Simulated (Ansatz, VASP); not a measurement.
Ta: VASP beside Ansatz

```
CELL_PARAMETERS angstrom
-1.64909 1.64909 1.64909
1.64909 -1.64909 1.64909
1.64909 1.64909 -1.64909
ATOMIC_POSITIONS crystal
Ta 0.00000 0.00000 0.00000
```

Alike in both runs: task single point; functional LDA; k mesh 22 × 22 × 22; occupations fermi-dirac, width 0.1 eV; no spin polarisation.

|  | VASP | Ansatz |
| --- | --- | --- |
| version | VASP 6.6.1 | Ansatz 0.2.0 |
| potentials or method | VASP PAW LDA potentials, release 64 (Ta_pv), cutoff 520 eV | plane waves (420 eV) with PAW, scalar-relativistic |
| valence electrons in the cell | 11 | 13 |

```tsv
	VASP	Ansatz	Ansatz less VASP
pressure (GPa)	-7.4	-8.1	-0.71
```

Ansatz warns that its potentials were made for another functional, while VASP's fit it. LDA's correlation is that of Perdew and Zunger in VASP and of Perdew and Wang (1992) in Ansatz. VASP's potentials hold 11 valence electrons a cell and Ansatz's 13, so a difference there can come from the potentials and not from the codes.

Neither program's run includes spin-orbit coupling.
